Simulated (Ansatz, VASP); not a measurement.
# One calculation of Cd3Te2Se, two programs

```xyz
6
Lattice="-2.2918 2.2918 9.6950 2.2918 -2.2918 9.6950 2.2918 2.2918 -9.6950" Properties=species:S:1:pos:R:3 pbc="T T T"
Cd    0.0000    0.0000    0.0000
Cd    0.0000    0.0000    6.3129
Cd    0.0000    0.0000   13.0770
Te    2.2918    0.0000    8.0015
Te    2.2918    0.0000    1.6934
Se    0.0000    2.2918    4.8475
```

Alike in both runs: functional PBE; k mesh 12 × 12 × 12; occupations gaussian, width 0.02 eV; no spin polarisation.

Ansatz relaxed the structure, and its values are those at the end. VASP's run is a single point on that final structure, the one shown.

|  | VASP | Ansatz |
| --- | --- | --- |
| version | VASP 6.6.1 | Ansatz 0.2.0 |
| potentials or method | VASP PAW PBE potentials, release 64 (Cd, Te, Se), cutoff 520 eV | scalar-relativistic, plane waves, PAW |
| valence electrons in the cell | 54 | 108 |

```csv
,VASP,Ansatz,Ansatz less VASP
gap on the k mesh at the Fermi level (eV),0.45,0.46,+0.003
least direct gap on the mesh (eV),0.45,0.46,+0.003
pressure (GPa),0.2,0.0,-0.14
rms of the force components (eV/Å),0.003,0.002,-0.0014
```

VASP's potentials hold 54 valence electrons a cell and Ansatz's 108, so a difference there can come from the potentials and not from the codes.

Neither program's run includes spin-orbit coupling.
